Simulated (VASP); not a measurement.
GaN:

```
Ga N
1.0
     0.00000    2.23838    2.23838
     2.23838    0.00000    2.23838
     2.23838    2.23838    0.00000
Ga N
1 1
Direct
  0.00000 0.00000 0.00000
  0.25000 0.25000 0.25000
```

Base run:

```yaml
Program: VASP 6.6.1
Functional: r2SCAN
Dispersion: rVV10
Potentials_or_basis: VASP PAW PBE potentials, release 64 (Ga_d, N)
Cutoff: 520 eV
k_mesh: 10 × 10 × 10
Occupations: fermi-dirac, width 0.05 eV
Spin: no spin polarisation
```

Its results: band gap on the k mesh 2.22 eV; pressure 2.7 GPa.

The run is repeated on the same cell with these changes: dispersion from rVV10 to D4. What comes out?

Band gap on the k mesh 2.25 eV; pressure 2.0 GPa.

Caveats: the PAW data sets were made with another functional, which shifts forces and pressure a little.

